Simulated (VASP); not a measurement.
Li, 1 atom in the cell. It takes space group I4/mmm (No. 139, tetragonal). The conventional cell has a = 3.497 Å, b = 3.497 Å, c = 3.317 Å, α = 90.00°, β = 90.00°, γ = 90.00°. Li (site symmetry 4/mmm) has 14 Li at 2.98 to 3.50 Å within 3.9 Å. 

| Item | Value |
| --- | --- |
| Program | VASP 6.6.1 |
| Task | single point |
| Functional | PBEsol |
| Potentials or basis | VASP PAW PBE potentials, release 64 (Li_sv) |
| Cutoff | 520 eV |
| k mesh | 18 × 18 × 18 |
| Occupations | gaussian, width 0.1 eV |
| Spin | no spin polarisation |
| Dipole correction | no |
| Further INCAR settings | ALGO = Fast; EDIFF = 1e-07; NBANDS = 8 |

Potentials or basis: VASP PAW PBE potentials, release 64 (Li_sv).

Run with:

```sh
$ cat potpaw_PBE.64/Li_sv/POTCAR > POTCAR
$ mpirun -np 1 vasp_std > vasp.out
```

Hardware: 1 thread of Intel(R) Xeon(R) 6975P-C (Granite Rapids), on a shared host.

Q: How long does it take, and how much memory?

A: Run time: 25 s on 1 thread of Intel(R) Xeon(R) 6975P-C (Granite Rapids) (shared host), peak memory 0.17 GiB. Counts: scf iterations 14, k points 480.
